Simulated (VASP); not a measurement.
Crystal: InGa3As4.

```
CELL_PARAMETERS angstrom
3.96168 0.00000 0.00000
0.00000 7.92336 0.00000
0.00000 0.00000 5.60266
ATOMIC_POSITIONS crystal
Ga 0.00000 0.75000 0.00000
Ga 0.50000 0.00000 0.50000
Ga 0.00000 0.25000 0.00000
As 0.50000 0.75000 0.25000
As 0.00000 0.00000 0.75000
As 0.50000 0.25000 0.25000
As 0.00000 0.50000 0.75000
In 0.50000 0.50000 0.50000
```

- Program: VASP 6.6.1
- Task: relaxation of cell and atoms
- Functional: PBE
- Potentials or basis: VASP PAW PBE potentials, release 64 (Ga_d, As, In_d)
- Cutoff: 600 eV
- k mesh: 6 × 4 × 4
- Occupations: fermi-dirac, width 0.02 eV
- Spin: no spin polarisation

At the start: pressure 11.5 GPa; volume 21.98 Å³/atom.

How do energy, volume and symmetry change on relaxing?

Over 24 steps the energy falls by 139.9 meV/atom and the volume is 25.18 Å³/atom (+14.5 %); space group Pmm2 (No. 25, to 0.1 Å) before and after.

The path:
```
step  energy change (eV)  largest force (eV/Å)  pressure (GPa)  volume (Å³)
   1              0.0000                2.0944           11.48       175.87
   2             -0.8605                0.2328           -3.79       219.09
   3             -1.0444                0.6440           -0.47       204.11
   4             -1.0833                0.3657           -0.18       202.61
   5             -1.1055                0.2340            0.32       200.48
   6             -1.1137                0.1353           -0.11       201.87
   7             -1.1144                0.1014           -0.27       202.43
   8             -1.1178                0.0384           -0.05       201.52
   9             -1.1179                0.0473            0.05       201.34
  10             -1.1179                0.0436           -0.01       201.38
  11             -1.1179                0.0455            0.04       201.36
  12             -1.1183                0.0396           -0.02       201.49
  13             -1.1186                0.0397           -0.09       201.72
  14             -1.1189                0.0267           -0.01       201.49
  15             -1.1190                0.0194            0.05       201.33
  16             -1.1190                0.0193            0.04       201.30
  17             -1.1190                0.0190            0.09       201.23
  18             -1.1191                0.0087            0.02       201.35
  19             -1.1191                0.0081            0.02       201.36
  20             -1.1191                0.0068           -0.01       201.44
  21             -1.1191                0.0065            0.00       201.43
  22             -1.1191                0.0067            0.01       201.43
  23             -1.1191                0.0065            0.00       201.43
  24             -1.1191                0.0041            0.00       201.43
```

Final structure:
```yaml
crystal:
  lattice:
    - [4.13988, 0.00000, 0.00000]
    - [0.00000, 8.29700, 0.00000]
    - [0.00000, 0.00000, 5.86441]
  atoms:
    - { symbol: Ga, position: [0.00000, 0.75810, 0.99973] }
    - { symbol: Ga, position: [0.50000, 0.00000, 0.49795] }
    - { symbol: Ga, position: [0.00000, 0.24190, 0.99973] }
    - { symbol: As, position: [0.50000, 0.76234, 0.24074] }
    - { symbol: As, position: [0.00000, 0.00000, 0.74159] }
    - { symbol: As, position: [0.50000, 0.23766, 0.24074] }
    - { symbol: As, position: [0.00000, 0.50000, 0.77913] }
    - { symbol: In, position: [0.50000, 0.50000, 0.50039] }
```
